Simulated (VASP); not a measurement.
# Sn (R-3) in VASP: single point with PBE

Aim: the single point of Sn with PBE.

Everything below comes from runs of VASP 6.6.1. Logs are shortened: lines on timing, memory, paths and dates and some standing lists are left out, and cuts for length are marked.

### Step 1. The cell of the first run

Symmetry: R-3, No. 148, trigonal system. The conventional cell has a = 12.512 Å, b = 12.512 Å, c = 4.910 Å, α = 90.00°, β = 90.00°, γ = 120.00°. Within 3.2 Å of Sn (site symmetry 1) lie 2 Sn at 2.40 Å.

### Step 2. Single point, PBE

File INCAR:

```
  PREC = Accurate
  ENCUT = 520
  EDIFF = 1E-6
  ISMEAR = 0
  SIGMA = 0.1
  LREAL = False
  LASPH = True
  NELM = 100
  ALGO = Fast
  ISIF = 2
  LWAVE = False
  LCHARG = False
  GGA = PE
  NBANDS = 51
```

File KPOINTS:

```
regular mesh
0
Gamma
  6 6 6
```

File POSCAR:

```
Sn
1.0
    6.2559988033      3.6119025931      1.6367287045
   -6.2559988033      3.6119025931      1.6367287045
    0.0000000000     -7.2238051862      1.6367287045
Sn
6
Direct
    0.5845000000      0.3510000000      0.2465000000
    0.2465000000      0.5845000000      0.3510000000
    0.3510000000      0.2465000000      0.5845000000
    0.4155000000      0.6490000000      0.7535000000
    0.7535000000      0.4155000000      0.6490000000
    0.6490000000      0.7535000000      0.4155000000
```

Potentials or basis: VASP PAW PBE potentials, release 64 (Sn_d).

Started as:

```console
$ cat potpaw_PBE.64/Sn_d/POTCAR > POTCAR
$ mpirun -np 1 vasp_std > vasp.out
```

OUTCAR:

```text
PREC = Accurate
   ENCUT = 520
   EDIFF = 1E-6
   ISMEAR = 0
   LREAL = False
   LASPH = True
   NELM = 100
   ISIF = 2
   GGA = PE

 ion  position               nearest neighbor table
   1  0.584  0.351  0.246-   5 2.40   6 2.40   3 3.75   2 3.75
   2  0.246  0.584  0.351-   4 2.40   6 2.40   3 3.75   1 3.75
   3  0.351  0.246  0.584-   5 2.40   4 2.40   1 3.75   2 3.75
   4  0.416  0.649  0.754-   2 2.40   3 2.40   6 3.75   5 3.75
   5  0.754  0.416  0.649-   1 2.40   3 2.40   6 3.75   4 3.75
   6  0.649  0.754  0.416-   2 2.40   1 2.40   4 3.75   5 3.75

  LATTYP: Found a trigonal (rhomboedric) cell.
 ALAT       =     7.4069050366
 COS(alpha) =    -0.4267561602

  Lattice vectors:

 A1 = (   6.2559988033,   3.6119025931,   1.6367287045)
 A2 = (  -6.2559988033,   3.6119025931,   1.6367287045)
 A3 = (   0.0000000000,  -7.2238051862,   1.6367287045)

Analysis of symmetry for initial positions (statically):
=====================================================================
 Subroutine PRICEL returns:
 Original cell was already a primitive cell.

 Routine SETGRP: Setting up the symmetry group for a
 trigonal (rhombohedral) supercell.

 Subroutine GETGRP returns: Found  6 space group operations
 (whereof  6 operations were pure point group operations)
 out of a pool of 12 trial point group operations.

The static configuration has the point symmetry S_6 .

Analysis of symmetry for dynamics (positions and initial velocities):
=====================================================================
 Subroutine PRICEL returns:
 Original cell was already a primitive cell.

 Routine SETGRP: Setting up the symmetry group for a
 trigonal (rhombohedral) supercell.

 Subroutine GETGRP returns: Found  6 space group operations
 (whereof  6 operations were pure point group operations)
 out of a pool of 12 trial point group operations.

The dynamic configuration has the point symmetry S_6 .

 Subroutine INISYM returns: Found  6 space group operations
 (whereof  6 operations are pure point group operations),
 and found     1 'primitive' translations

----------------------------------------------------------------------------------------

                                     Primitive cell

  volume of cell :     221.9017

  direct lattice vectors                    reciprocal lattice vectors
     6.255998803  3.611902593  1.636728705     0.079923289  0.046143732  0.203658268
    -6.255998803  3.611902593  1.636728705    -0.079923289  0.046143732  0.203658268
     0.000000000 -7.223805186  1.636728705     0.000000000 -0.092287465  0.203658268

  length of vectors
     7.406905037  7.406905037  7.406905037     0.223592635  0.223592635  0.223592635

  position of ions in fractional coordinates (direct lattice)
     0.584500000  0.351000000  0.246500000
     0.246500000  0.584500000  0.351000000
     0.351000000  0.246500000  0.584500000
     0.415500000  0.649000000  0.753500000
     0.753500000  0.415500000  0.649000000
     0.649000000  0.753500000  0.415500000

  ion indices of the primitive-cell ions
   primitive index   ion index
                 1           1
                 2           2
                 3           3
                 4           4
                 5           5
                 6           6

----------------------------------------------------------------------------------------

 KPOINTS: regular mesh

Automatic generation of k-mesh.
 Grid dimensions read from file:
 generate k-points for:    6    6    6

 Generating k-lattice:

  Cartesian coordinates                     Fractional coordinates (reciprocal lattice)
     0.013320548  0.007690622  0.033943045     0.166666667  0.000000000  0.000000000
    -0.013320548  0.007690622  0.033943045     0.000000000  0.166666667  0.000000000
     0.000000000 -0.015381244  0.033943045     0.000000000  0.000000000  0.166666667

  Length of vectors
     0.037265439  0.037265439  0.037265439

  Shift w.r.t. Gamma in fractional coordinates (k-lattice)
     0.000000000  0.000000000  0.000000000

 Subroutine IBZKPT returns following result:
 ===========================================

 Found     40 irreducible k-points:

 Following reciprocal coordinates:
            Coordinates               Weight
  0.000000  0.000000  0.000000      1.000000
  0.166667 -0.000000  0.000000      6.000000
  0.333333 -0.000000  0.000000      6.000000
  0.500000  0.000000  0.000000      3.000000
  0.166667  0.166667  0.000000      6.000000
  0.333333  0.166667  0.000000      6.000000
[... 16 lines left out ...]
  0.333333  0.333333  0.166667      6.000000
  0.500000  0.333333  0.166667      6.000000
 [... further k-points ...]
   k-points           NKPTS =     40   k-points in BZ     NKDIM =     40   number of bands    NBANDS=     51
   number of dos      NEDOS =    301   number of ions     NIONS =      6
   total plane-waves  NPLWV = 175616
   dimension x,y,z NGX =    56 NGY =   56 NGZ =   56
   dimension x,y,z NGXF=   112 NGYF=  112 NGZF=  112
   ions per type =               6
   NGX,Y,Z   is equivalent  to a cutoff of  12.57, 12.57, 12.57 a.u.
   NGXF,Y,Z  is equivalent  to a cutoff of  25.14, 25.14, 25.14 a.u.
 SYSTEM =  unknown system
   PREC   = accura    normal or accurate (medium, high low for compatibility)
   ISTART =      0    job   : 0-new  1-cont  2-samecut
   ICHARG =      2    charge: 1-file 2-atom 10-const
   ISPIN  =      1    spin polarized calculation?
   LNONCOLLINEAR =      F non collinear calculations
   LSORBIT =      F    spin-orbit coupling
   LASPH  =      T    aspherical Exc in radial PAW
   ENCUT  =  520.0 eV  38.22 Ry    6.18 a.u.  13.77 13.77 13.77*2*pi/ulx,y,z
   NELM   =    100;   NELMIN=  2; NELMDL= -5     # of ELM steps
   EDIFF  = 0.1E-05   stopping-criterion for ELM
   LREAL  =      F    real-space projection
   EDIFFG = 0.1E-04   stopping-criterion for IOM
   NSW    =      0    number of steps for IOM
   IBRION =     -1    ionic relax: 0-MD 1-quasi-New 2-CG
   NFREE  =      0    steps in history (QN), initial steepest desc. (CG)
   ISIF   =      2    stress and relaxation
   ISYM   =      2    0-nonsym 1-usesym 2-fastsym
   POTIM  = 0.5000    time-step for ionic-motion
   TEBEG  =    0.0;   TEEND  =   0.0 temperature during run
   PSTRESS=    0.0 pullay stress
   NELECT =      84.0000    total number of electrons
   NUPDOWN=      -1.0000    fix difference up-down
   EMIN   =  10.00;   EMAX   =-10.00  energy-range for DOS
   EFERMI =   0.00;   METHOD = LEGACY
   ISMEAR =     0;   SIGMA  =   0.10  broadening in eV -4-tet -1-fermi 0-gaus
   EFERMI_NEDOS =   21; number of points for ismear=-14 and -15
   IALGO  =     68    algorithm
   IMIX   =      4    mixing-type and parameters
     AMIX     =   0.40;   BMIX     =  1.00
     AMIX_MAG =   1.60;   BMIX_MAG =  1.00
  volume/ion in A,a.u.               =      36.98       249.58
  Fermi-wavevector in a.u.,A,eV,Ry     =   1.184262  2.237930 19.081844  1.402476
  Thomas-Fermi vector in A             =   2.320480
   LORBIT       =      0    0 simple, 1 ext, 2 COOP (PROOUT), +10 PAW based schemes
   GGA     = PE    functional components
   LHFCALC =     F    Hartree Fock is set to
   AEXX    =    0.0000 exact exchange contribution
   IVDW    =     0    specifies the selected vdW correction
   LEPSILON=     F    determine dielectric tensor
   LRPA    =     F    only Hartree local field effects (RPA)
 non-spin polarized calculation
 RMM-DIIS sequential band-by-band and
 Gauss-broadening in eV      SIGMA  =   0.10
  energy-cutoff  :      520.00
  volume of cell :      221.90
 maximum number of plane-waves:      6000
   NGX = 27   NGY = 27   NGZ = 27

 number of electron      83.9999997 magnetization

 Free energy of the ion-electron system (eV)
  ---------------------------------------------------
  ext. energy  EPLUGINS =         0.00000000
  ---------------------------------------------------
  free energy    TOTEN  =       -14.02234861 eV

  energy without entropy =      -14.00390366  energy(sigma->0) =      -14.01312614

 E-fermi :   4.4643     XC(G=0):  -8.5752

 val. band max:        4.4559357512   @ k =   0.3333   0.1667   0.0000
 cond. band min:       4.4645934574   @ k =   0.5000   0.1667   0.1667
 fundamental gap:      0.0086577062
 Fermi energy:         4.4642545102

 k-point     1 :       0.0000    0.0000    0.0000
  band No.  band energies     occupation
      1     -17.8337      2.00000
      2     -17.7142      2.00000
      3     -17.7142      2.00000
      4     -17.4761      2.00000
      5     -17.4761      2.00000
      6     -17.3920      2.00000
[... 43 lines left out ...]
     50       9.2888      0.00000
     51      10.4765      0.00000

 k-point     2 :       0.1667   -0.0000    0.0000
  band No.  band energies     occupation
      1     -17.8344      2.00000
      2     -17.7138      2.00000
      3     -17.7124      2.00000
      4     -17.4768      2.00000
      5     -17.4759      2.00000
      6     -17.3926      2.00000
[... 43 lines left out ...]
     50       9.6893      0.00000
     51       9.8055      0.00000

 k-point     3 :       0.3333   -0.0000    0.0000
  band No.  band energies     occupation
      1     -17.8357      2.00000
      2     -17.7130      2.00000
      3     -17.7087      2.00000
      4     -17.4781      2.00000
      5     -17.4755      2.00000
      6     -17.3937      2.00000
[... 43 lines left out ...]
     50       9.7099      0.00000
     51      10.0780      0.00000
[... 1027 lines left out ...]
 k-point    23 :       0.3333    0.3333    0.1667
  band No.  band energies     occupation
      1     -17.8381      2.00000
      2     -17.7082      2.00000
      3     -17.7072      2.00000
      4     -17.4793      2.00000
      5     -17.4768      2.00000
      6     -17.3963      2.00000
[... 43 lines left out ...]
     50       9.3153      0.00000
     51       9.3170      0.00000

 k-point    24 :       0.5000    0.3333    0.1667
  band No.  band energies     occupation
      1     -17.8372      2.00000
      2     -17.7088      2.00000
      3     -17.7081      2.00000
      4     -17.4798      2.00000
      5     -17.4762      2.00000
      6     -17.3965      2.00000
[... 43 lines left out ...]
     50       9.0724      0.00000
     51       9.8781      0.00000

 [... further k-points ...]
[... 5 lines left out ...]
  --------------------------------------------------------------------------------------
  -------------------------------------------------------------------------------------
  Total       27.6519355     27.6519355     10.7411827      0.0000007      0.0000000      0.0000000
  in kB      199.6528351    199.6528351     77.5536160      0.0000047      0.0000000      0.0000000
  external PRESSURE =     158.9530954 kB  Pullay stress =       0.0000000 kB

 VOLUME and BASIS-vectors are now :
 -----------------------------------------------------------------------------
  energy-cutoff  :      520.00
  volume of cell :      221.90
      direct lattice vectors                 reciprocal lattice vectors
     6.255998803  3.611902593  1.636728705     0.079923289  0.046143732  0.203658268
    -6.255998803  3.611902593  1.636728705    -0.079923289  0.046143732  0.203658268
     0.000000000 -7.223805186  1.636728705     0.000000000 -0.092287465  0.203658268

 POSITION                                       TOTAL-FORCE (eV/Angst)
 -----------------------------------------------------------------------------------
      1.46078      1.59827      1.93461         3.317705      3.634130     -4.208392
     -2.11453      0.46594      1.93461        -4.806101      1.056152     -4.208392
      0.65375     -2.06420      1.93461         1.488396     -4.690282     -4.208392
     -1.46078     -1.59827      2.97557        -3.317705     -3.634130      4.208392
      2.11453     -0.46594      2.97557         4.806101     -1.056152      4.208392
     -0.65375      2.06420      2.97557        -1.488396      4.690282      4.208392
 -----------------------------------------------------------------------------------
    total drift:                               -0.000000     -0.000000      0.000000

  FREE ENERGIE OF THE ION-ELECTRON SYSTEM (eV)
  ---------------------------------------------------
  free  energy   TOTEN  =       -14.0223486100 eV

  energy  without entropy=      -14.0039036650  energy(sigma->0) =      -14.01312614
```

It took 7.2 min on 1 thread of AMD EPYC 9R45 (Zen 5), shared host; peak memory 0.55 GiB.

What came out:

| Quantity | Value |
| --- | --- |
| Free energy | -14.0223 eV |
| Pressure | 15.9 GPa |
| Largest force | 6.475 eV/Å |
| Band gap on the k mesh | zero (band 42 reaches 5.21 eV, above the bottom of band 43 at 4.01 eV) |

Forces in eV/Å, atoms in the order of the input:
```
Sn   3.318  3.634 -4.208
Sn  -4.806  1.056 -4.208
Sn   1.488 -4.690 -4.208
Sn  -3.318 -3.634  4.208
Sn   4.806 -1.056  4.208
Sn  -1.488  4.690  4.208
```

Stress tensor (GPa, compression positive):
```
19.97  0.00  0.00
 0.00 19.97  0.00
 0.00  0.00  7.76
```

Caveat: spin-orbit coupling is left out, which moves the levels of the heavy elements; forces of over 1 eV/Å act on the atoms, so gaps and moduli don't describe the material at rest.
